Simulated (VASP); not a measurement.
A run of VASP 6.6.1 is set up as follows.

The input INCAR:

```
ALGO = Normal
EDIFF = 1E-8
ENCUT = 600
GGA = CA
IBRION = 6
ISIF = 3
ISMEAR = 0
LASPH = True
LCHARG = False
LREAL = False
LWAVE = False
NBANDS = 16
NELM = 80
NFREE = 2
NSW = 1
POTIM = 0.015
PREC = Accurate
SIGMA = 0.01
```

The input KPOINTS:

```
k-points
0
Gamma
  8 8 5
```

POSCAR

```
AlN
1.0
    3.0887234468      0.0000000000      0.0000000000
   -1.5443617234      2.6749129702      0.0000000000
    0.0000000000      0.0000000000      4.9433129782
Al N
2 2
Direct
    0.3333333333      0.6666666667      0.0000107455
    0.6666666667      0.3333333333      0.5000107455
    0.3333333333      0.6666666667      0.3819892545
    0.6666666667      0.3333333333      0.8819892545
```

Potentials or basis: VASP PAW LDA potentials, release 64 (Al, N).

Launch:

```sh
$ cat potpaw_LDA.64/Al/POTCAR potpaw_LDA.64/N/POTCAR > POTCAR
$ mpirun -np 1 vasp_std > vasp.out
```

**Question.** Predict the Voigt bulk modulus.

**Answer.** 213 GPa.

**Question.** Estimate the highest phonon frequency at Γ, LO-TO splitting left out.

**Answer.** 734 cm⁻¹.

Elastic tensor in Voigt notation (GPa, in the Cartesian axes of the cell as first typed):
```
399 146 114   0   0   0
146 399 114   0   0   0
114 114 372   0   0   0
  0   0   0 115   0   0
  0   0   0   0 115   0
  0   0   0   0   0 126
```
